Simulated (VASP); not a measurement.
# Si in VASP: single point with PBEsol

Aim: the single point of Si with PBEsol.

Everything below comes from runs of VASP 6.6.1. Logs are shortened: lines on timing, memory, paths and dates and some standing lists are left out, and cuts for length are marked.

## (1) The cell of the first run

The cell holds a slab with vacuum, 8 atoms: a = 3.842 Å, b = 5.433 Å, c = 22.763 Å, α = 90.00°, β = 90.00°, γ = 90.00°.

## (2) Single point, PBEsol

INCAR

```
SYSTEM = Si
PREC = Accurate ; ENCUT = 520
EDIFF = 1E-7 ; ISMEAR = 0
SIGMA = 0.05 ; LREAL = .FALSE.
LASPH = .TRUE. ; NELM = 80
ALGO = Normal ; ISIF = 2
LWAVE = .FALSE. ; LCHARG = .FALSE.
LDIPOL = .TRUE. ; IDIPOL = 3
DIPOL = 0.5 0.5 0.499 ; GGA = PS
NBANDS = 26
```

KPOINTS

```
regular mesh
0
G
  8 6 1
  0 0 0
```

POSCAR

```
Si
1.0
    3.8417168286      0.0000000000      0.0000000000
    0.0000000000      5.4330080418      0.0000000000
    0.0000000000      0.0000000000     22.7625752429
Si
8
Direct
    0.5000000000      0.0000000000      0.3734199628
    0.0000000000      0.2500000000      0.3734199628
    0.0000000000      0.5000000000      0.4578066543
    0.5000000000      0.7500000000      0.4578066543
    0.5000000000      0.0046465373      0.5422918688
    0.0000000000      0.2453534627      0.5422918688
    0.0000000000      0.5106580662      0.6209366389
    0.5000000000      0.7393419338      0.6209366389
```

Potentials or basis: VASP PAW PBE potentials, release 64 (Si).

Run with:

```bash
> cat potpaw_PBE.64/Si/POTCAR > POTCAR
> mpirun -np 1 vasp_std > vasp.out
```

OUTCAR:

```text
SYSTEM = Si
   PREC = Accurate
   ENCUT = 520
   EDIFF = 1E-7
   ISMEAR = 0
   LREAL = .FALSE.
   LASPH = .TRUE.
   NELM = 80
   ISIF = 2
   GGA = PS

 ion  position               nearest neighbor table
   1  0.500  0.000  0.373-   2 2.35   2 2.35   4 2.35
   2  0.000  0.250  0.373-   1 2.35   1 2.35   3 2.35
   3  0.000  0.500  0.458-   4 2.35   4 2.35   2 2.35   6 2.37
   4  0.500  0.750  0.458-   3 2.35   3 2.35   1 2.35   5 2.37
   5  0.500  0.005  0.542-   8 2.30   6 2.32   6 2.32   4 2.37
   6  0.000  0.245  0.542-   7 2.30   5 2.32   5 2.32   3 2.37
   7  0.000  0.511  0.621-   8 2.29   8 2.29   6 2.30
   8  0.500  0.739  0.621-   7 2.29   7 2.29   5 2.30

  LATTYP: Found a simple orthorhombic cell.
 ALAT       =     3.8417168286
 B/A-ratio  =     1.4142135624
 C/A-ratio  =     5.9251049097

  Lattice vectors:

 A1 = (   3.8417168286,   0.0000000000,   0.0000000000)
 A2 = (   0.0000000000,   5.4330080418,   0.0000000000)
 A3 = (   0.0000000000,   0.0000000000,  22.7625752429)

Analysis of symmetry for initial positions (statically):
=====================================================================
 Subroutine PRICEL returns:
 Original cell was already a primitive cell.

 Routine SETGRP: Setting up the symmetry group for a
 simple orthorhombic supercell.

 Subroutine GETGRP returns: Found  4 space group operations
 (whereof  2 operations were pure point group operations)
 out of a pool of  8 trial point group operations.

The static configuration has the point symmetry C_1h.
 The point group associated with its full space group is C_2v.

Analysis of symmetry for dynamics (positions and initial velocities):
=====================================================================
 Subroutine PRICEL returns:
 Original cell was already a primitive cell.

 Routine SETGRP: Setting up the symmetry group for a
 simple orthorhombic supercell.

 Subroutine GETGRP returns: Found  4 space group operations
 (whereof  2 operations were pure point group operations)
 out of a pool of  8 trial point group operations.

The dynamic configuration has the point symmetry C_1h.
 The point group associated with its full space group is C_2v.

 Subroutine INISYM returns: Found  4 space group operations
 (whereof  2 operations are pure point group operations),
 and found     1 'primitive' translations

----------------------------------------------------------------------------------------

                                     Primitive cell

  volume of cell :     475.1023

  direct lattice vectors                    reciprocal lattice vectors
     3.841716829  0.000000000  0.000000000     0.260300289  0.000000000  0.000000000
     0.000000000  5.433008042  0.000000000     0.000000000  0.184060099  0.000000000
     0.000000000  0.000000000 22.762575243     0.000000000  0.000000000  0.043931760

  length of vectors
     3.841716829  5.433008042 22.762575243     0.260300289  0.184060099  0.043931760

  position of ions in fractional coordinates (direct lattice)
     0.500000000  0.000000000  0.373419963
     0.000000000  0.250000000  0.373419963
     0.000000000  0.500000000  0.457806654
     0.500000000  0.750000000  0.457806654
     0.500000000  0.004646537  0.542291869
     0.000000000  0.245353463  0.542291869
     0.000000000  0.510658066  0.620936639
     0.500000000  0.739341934  0.620936639

  ion indices of the primitive-cell ions
   primitive index   ion index
                 1           1
                 2           2
                 3           3
                 4           4
                 5           5
                 6           6
                 7           7
                 8           8

----------------------------------------------------------------------------------------

 KPOINTS: regular mesh

Automatic generation of k-mesh.
 Grid dimensions read from file:
 generate k-points for:    8    6    1

 Generating k-lattice:

  Cartesian coordinates                     Fractional coordinates (reciprocal lattice)
     0.032537536  0.000000000  0.000000000     0.125000000  0.000000000  0.000000000
     0.000000000  0.030676683  0.000000000     0.000000000  0.166666667  0.000000000
     0.000000000  0.000000000  0.043931760     0.000000000  0.000000000  1.000000000

  Length of vectors
     0.032537536  0.030676683  0.043931760

  Shift w.r.t. Gamma in fractional coordinates (k-lattice)
     0.000000000  0.000000000  0.000000000

 Subroutine IBZKPT returns following result:
 ===========================================

 Found     20 irreducible k-points:

 Following reciprocal coordinates:
            Coordinates               Weight
  0.000000  0.000000  0.000000      1.000000
  0.125000  0.000000  0.000000      2.000000
  0.250000  0.000000  0.000000      2.000000
  0.375000  0.000000  0.000000      2.000000
  0.500000  0.000000  0.000000      1.000000
  0.000000  0.166667  0.000000      2.000000
[... 12 lines left out ...]
  0.375000  0.500000  0.000000      2.000000
  0.500000  0.500000  0.000000      1.000000
   k-points           NKPTS =     20   k-points in BZ     NKDIM =     20   number of bands    NBANDS=     26
   number of dos      NEDOS =    301   number of ions     NIONS =      8
   total plane-waves  NPLWV = 216000
   dimension x,y,z NGX =    30 NGY =   40 NGZ =  180
   dimension x,y,z NGXF=    60 NGYF=   80 NGZF=  360
   ions per type =               8
   NGX,Y,Z   is equivalent  to a cutoff of  12.98, 12.24, 13.15 a.u.
   NGXF,Y,Z  is equivalent  to a cutoff of  25.96, 24.48, 26.29 a.u.
 SYSTEM =  Si
   PREC   = accura    normal or accurate (medium, high low for compatibility)
   ISTART =      0    job   : 0-new  1-cont  2-samecut
   ICHARG =      2    charge: 1-file 2-atom 10-const
   ISPIN  =      1    spin polarized calculation?
   LNONCOLLINEAR =      F non collinear calculations
   LSORBIT =      F    spin-orbit coupling
   LASPH  =      T    aspherical Exc in radial PAW
   ENCUT  =  520.0 eV  38.22 Ry    6.18 a.u.   7.14 10.10 42.32*2*pi/ulx,y,z
   NELM   =     80;   NELMIN=  2; NELMDL= -5     # of ELM steps
   EDIFF  = 0.1E-06   stopping-criterion for ELM
   LREAL  =      F    real-space projection
   EDIFFG = 0.1E-05   stopping-criterion for IOM
   NSW    =      0    number of steps for IOM
   IBRION =     -1    ionic relax: 0-MD 1-quasi-New 2-CG
   NFREE  =      0    steps in history (QN), initial steepest desc. (CG)
   ISIF   =      2    stress and relaxation
   ISYM   =      2    0-nonsym 1-usesym 2-fastsym
   POTIM  = 0.5000    time-step for ionic-motion
   TEBEG  =    0.0;   TEEND  =   0.0 temperature during run
   PSTRESS=    0.0 pullay stress
   NELECT =      32.0000    total number of electrons
   NUPDOWN=      -1.0000    fix difference up-down
   EMIN   =  10.00;   EMAX   =-10.00  energy-range for DOS
   EFERMI =   0.00;   METHOD = LEGACY
   ISMEAR =     0;   SIGMA  =   0.05  broadening in eV -4-tet -1-fermi 0-gaus
   EFERMI_NEDOS =   21; number of points for ismear=-14 and -15
   IALGO  =     38    algorithm
   IMIX   =      4    mixing-type and parameters
     AMIX     =   0.40;   BMIX     =  1.00
     AMIX_MAG =   1.60;   BMIX_MAG =  1.00
  volume/ion in A,a.u.               =      59.39       400.77
  Fermi-wavevector in a.u.,A,eV,Ry     =   0.666084  1.258717  6.036472  0.443668
  Thomas-Fermi vector in A             =   1.740277
   LORBIT       =      0    0 simple, 1 ext, 2 COOP (PROOUT), +10 PAW based schemes
   GGA     = PS    functional components
   LHFCALC =     F    Hartree Fock is set to
   AEXX    =    0.0000 exact exchange contribution
   IVDW    =     0    specifies the selected vdW correction
   LEPSILON=     F    determine dielectric tensor
   LRPA    =     F    only Hartree local field effects (RPA)
 non-spin polarized calculation
 Gauss-broadening in eV      SIGMA  =   0.05
  energy-cutoff  :      520.00
  volume of cell :      475.10
 maximum number of plane-waves:     12844
 NGX is ok and might be reduce to    30
   NGX = 15   NGY = 21   NGZ = 85

 dipolmoment           0.000000      0.000000      0.024441 electrons x Angstroem

 number of electron      31.9999999 magnetization

 dipolmoment           0.000000      0.000000     -0.011333 electrons x Angstroem

 Free energy of the ion-electron system (eV)
  ---------------------------------------------------
  ext. energy  EPLUGINS =         0.00000000
  ---------------------------------------------------
  free energy    TOTEN  =       -41.19884397 eV

  energy without entropy =      -41.19208784  energy(sigma->0) =      -41.19546590

 E-fermi :  -1.2521     XC(G=0):  -3.9279

 val. band max:       -1.2541280575   @ k =   0.2500   0.5000   0.0000
 cond. band min:      -1.1623639685   @ k =   0.1250   0.0000   0.0000
 fundamental gap:      0.0917640890
 Fermi energy:        -1.2521283726

 k-point     1 :       0.0000    0.0000    0.0000
  band No.  band energies     occupation
      1     -12.9247      2.00000
      2     -11.6952      2.00000
      3     -10.1555      2.00000
      4      -9.2970      2.00000
      5      -8.6618      2.00000
      6      -7.1429      2.00000
[... 18 lines left out ...]
     25       2.6114      0.00000
     26       3.0529      0.00000

 k-point     2 :       0.1250    0.0000    0.0000
  band No.  band energies     occupation
      1     -12.7873      2.00000
      2     -11.5558      2.00000
      3     -10.0115      2.00000
      4      -9.1498      2.00000
      5      -8.7348      2.00000
      6      -7.2274      2.00000
[... 18 lines left out ...]
     25       2.7855      0.00000
[... 492 lines left out ...]
     25       3.2834      0.00000
     26       3.4125      0.00000

 k-point    20 :       0.5000    0.5000    0.0000
  band No.  band energies     occupation
      1     -10.5612      2.00000
      2     -10.5612      2.00000
      3      -9.3250      2.00000
      4      -9.3250      2.00000
      5      -8.2482      2.00000
      6      -8.2482      2.00000
[... 18 lines left out ...]
     25       3.1889      0.00000
     26       3.1889      0.00000

------------------------ aborting loop because EDIFF is reached ----------------------------------------

 vacuum level on the upper side and lower side of the slab       (xc-potential included)        -0.118        -0.027

  FORCE on cell =-STRESS in cart. coord.  units (eV):
  Direction    XX          YY          ZZ          XY          YZ          ZX
  --------------------------------------------------------------------------------------
  -------------------------------------------------------------------------------------
  Total        0.3036704     -0.0016143     -0.6710798      0.0000000      0.0000000      0.0000000
  in kB        1.0240613     -0.0054438     -2.2630683      0.0000000      0.0000000      0.0000000
  external PRESSURE =      -0.4148169 kB  Pullay stress =       0.0000000 kB

 VOLUME and BASIS-vectors are now :
 -----------------------------------------------------------------------------
  energy-cutoff  :      520.00
  volume of cell :      475.10
      direct lattice vectors                 reciprocal lattice vectors
     3.841716829  0.000000000  0.000000000     0.260300289  0.000000000  0.000000000
     0.000000000  5.433008042  0.000000000     0.000000000  0.184060099  0.000000000
     0.000000000  0.000000000 22.762575243     0.000000000  0.000000000  0.043931760

 POSITION                                       TOTAL-FORCE (eV/Angst)
 -----------------------------------------------------------------------------------
      1.92086      0.00000      8.50000         0.000000      0.407632      0.193299
      0.00000      1.35825      8.50000         0.000000     -0.407632      0.193299
      0.00000      2.71650     10.42086         0.000000      0.067520     -0.202040
      1.92086      4.07476     10.42086         0.000000     -0.067520     -0.202040
      1.92086      0.02524     12.34396         0.000000      0.009346     -0.004654
      0.00000      1.33301     12.34396         0.000000     -0.009346     -0.004654
      0.00000      2.77441     14.13412         0.000000     -0.016499      0.013396
      1.92086      4.01685     14.13412         0.000000      0.016499      0.013396
 -----------------------------------------------------------------------------------
    total drift:                               -0.000000      0.000000     -0.000031

  FREE ENERGIE OF THE ION-ELECTRON SYSTEM (eV)
  ---------------------------------------------------
  free  energy   TOTEN  =       -41.1988439714 eV

  energy  without entropy=      -41.1920878370  energy(sigma->0) =      -41.19546590

 vacuum level on the upper side and lower side of the slab         3.463         3.552
```

Run time: 14 min. Hardware: 1 thread of Intel Xeon 8259CL, shared host; peak memory 0.57 GiB.

What came out:

```yaml
Free_energy: -41.1988 eV
Largest_force: 0.451 eV/Å
Band_gap_on_the_k_mesh: zero (bands 16 and 17 overlap by 0.29 eV)
```

Forces on the atoms (eV/Å):
```
Si   0.000  0.408  0.193
Si   0.000 -0.408  0.193
Si   0.000  0.068 -0.202
Si   0.000 -0.068 -0.202
Si   0.000  0.009 -0.005
Si   0.000 -0.009 -0.005
Si   0.000 -0.016  0.013
Si   0.000  0.016  0.013
```

Caveat: the PAW data sets were made with another functional, which shifts forces and pressure a little.

The gap in the log of VASP goes by the Fermi energy; the results here count the filled bands.